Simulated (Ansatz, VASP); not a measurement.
## One calculation of SnS, two programs

```
Sn S
1.0
    11.32000    0.00000    0.00000
     0.00000    4.05000    0.00000
     0.00000    0.00000    4.28442
Sn S
4 4
Direct
  0.12124 0.25000 0.11009
  0.37876 0.75000 0.61009
  0.62124 0.25000 0.38991
  0.87876 0.75000 0.88991
  0.85200 0.25000 0.47863
  0.64800 0.75000 0.97863
  0.35200 0.25000 0.02137
  0.14800 0.75000 0.52137
```

Change from the starting cell: z stretched by +1 %, ions relaxed.

Alike in both runs: functional PBE; k mesh 4 × 11 × 10; occupations fermi-dirac, width 0.02 eV; no spin polarisation.

Ansatz relaxed the structure, and its values are those at the end. VASP's run is a single point on that final structure, the one shown.

|  | VASP | Ansatz |
| --- | --- | --- |
| version | VASP 6.6.1 | Ansatz 0.2.0 |
| potentials or method | VASP PAW PBE potentials, release 64 (Sn_d, S) | plane-wave PAW, scalar-relativistic |
| plane-wave cutoff (eV) | 500 | 420 |
| valence electrons in the cell | 80 | 80 |

VASP gave:

```
gap on the k mesh at the Fermi level (eV) : 0.96
pressure (GPa)                            : 1.0
rms of the force components (eV/Å)        : 0.009
```

Task: Estimate Ansatz's values.

Result: gap on the k mesh at the Fermi level (eV): 0.96; pressure (GPa): 1.1; rms of the force components (eV/Å): 0.010.

With one functional, cell and mesh, what is left measures potentials, basis and numerics. Ansatz's warnings: stress scf threshold loose.
